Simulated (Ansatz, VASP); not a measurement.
## One calculation of TiB5, two programs

INCAR

```
PREC = Accurate
ENCUT = 600
EDIFF = 1E-7
ISMEAR = 0
SIGMA = 0.1
LREAL = False
LASPH = True
NELM = 100
ALGO = Normal
ISIF = 3
LWAVE = False
LCHARG = False
GGA = PE
IBRION = 2
NSW = 90
EDIFFG = -0.04
```

The input KPOINTS:

```
regular mesh
0
Gamma
  6 6 4
```

File POSCAR:

```
TiB5
1.0
    3.1577746800      0.0000000000      0.0000000000
    0.0000000000      3.6499028800      0.0000000000
    0.0000000000      0.0000000000      3.8089032400
Ti B
1 5
Direct
    0.0000000000      0.0000000000      0.0000000000
    0.1877913600      0.0000000000      0.6525192300
    0.8122086400      0.0000000000      0.6525192300
    0.8122086400      0.0000000000      0.3474807700
    0.1877913600      0.0000000000      0.3474807700
    0.5000000000      0.0000000000      0.5000000000
```

Input for Ansatz:

```yaml
crystal:
  lattice:
    - [3.15777468, 0.0, 0.0]
    - [0.0, 3.64990288, 0.0]
    - [0.0, 0.0, 3.80890324]
  atoms:
    - { symbol: Ti, position: [0.0, 0.0, 0.0] }
    - { symbol: B, position: [0.18779136, 0.0, 0.65251923] }
    - { symbol: B, position: [0.81220864, 0.0, 0.65251923] }
    - { symbol: B, position: [0.81220864, 0.0, 0.34748077] }
    - { symbol: B, position: [0.18779136, 0.0, 0.34748077] }
    - { symbol: B, position: [0.5, 0.0, 0.5] }
basis:
  ecutwfc: 420
kpoints:
  mp_grid: { grid: [6, 6, 4] }
hamiltonian:
  xc: pbe
scf:
  occupations: { method: gaussian, width: 0.1 }
  lower_state_search: "off"
output:
  forces: true
  stress: true
  eigenvalues: true
relax:
  adjacent_minimum: "off"
  f_tol: 0.04
  max_steps: 70
  cell: { stress_tol: 0.4 }
```

Alike in both runs: task relaxation of cell and atoms; functional PBE; k mesh 6 × 6 × 4; occupations gaussian, width 0.1 eV; no spin polarisation.

|  | VASP | Ansatz |
| --- | --- | --- |
| version | VASP 6.6.1 | Ansatz 0.2.0 |
| potentials or method | VASP PAW PBE potentials, release 64 (Ti_sv, B), cutoff 600 eV | scalar-relativistic, plane waves, PAW |
| valence electrons in the cell | 27 | 27 |

VASP gave:

| Property | Result |
| --- | --- |
| gap on the k mesh at the Fermi level, each at its own relaxed structure (eV) | none |
| relaxed volume (Å³/atom) | 12.79 |
| relaxed length of the cell vector where the two differ most in proportion (Å) | 4.390 |

Question: Which values does Ansatz return?

Answer: gap on the k mesh at the Fermi level, each at its own relaxed structure (eV): none; relaxed volume (Å³/atom): 13.05; relaxed length of the cell vector where the two differ most in proportion (Å): 5.850.

A gap of «none» marks a metal or a gap that the smearing closes.

The k mesh is coarse, so the values compare programs but aren't converged. Noted on VASP's run: the volume moved by over 15 % at a fixed basis, so the end points are rough.
